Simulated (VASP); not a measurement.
Wanted: the native input for a VASP 6.6.1 run.

```yaml
Task: single point
Functional: PBE
Potentials_or_basis: VASP PAW PBE potentials, release 64 (Cd, Se)
Cutoff: 520 eV
k_mesh: 8 × 8 × 8
Occupations: fermi-dirac, width 0.03 eV
Spin: no spin polarisation
Dipole_correction: no
Further_INCAR_settings: ALGO = Normal; EDIFF = 1e-06; NBANDS = 16
```

The structure of CdSe lies in POSCAR:

```
CdSe
1.0
    0.0000000000      3.0075950161      3.0075950161
    3.0075950161      0.0000000000      3.0075950161
    3.0075950161      3.0075950161      0.0000000000
Cd Se
1 1
Direct
    0.0000000000      0.0000000000      0.0000000000
    0.2500000000      0.2500000000      0.2500000000
```

This cell differs from its parent crystal: volume scaled by 0.94.

The input as run:

INCAR

```
PREC = Accurate
ENCUT = 520
EDIFF = 1E-6
ISMEAR = -1
SIGMA = 0.03
LREAL = False
LASPH = True
NELM = 60
ALGO = Normal
ISIF = 2
LWAVE = False
LCHARG = False
GGA = PE
NBANDS = 16
```

KPOINTS

```
Automatic mesh
0
Gamma
  8 8 8
```

Potentials or basis: VASP PAW PBE potentials, release 64 (Cd, Se).

Command:

```bash
$ cat potpaw_PBE.64/Cd/POTCAR potpaw_PBE.64/Se/POTCAR > POTCAR
$ mpirun -np 1 vasp_std > vasp.out
```

Results of the run:

The pressure is 5.3 GPa and the band gap on the k mesh is 0.68 eV, direct.

It took 8 s on 1 thread of Intel(R) Xeon(R) 6975P-C (Granite Rapids), on a shared host, peak memory 0.18 GiB.
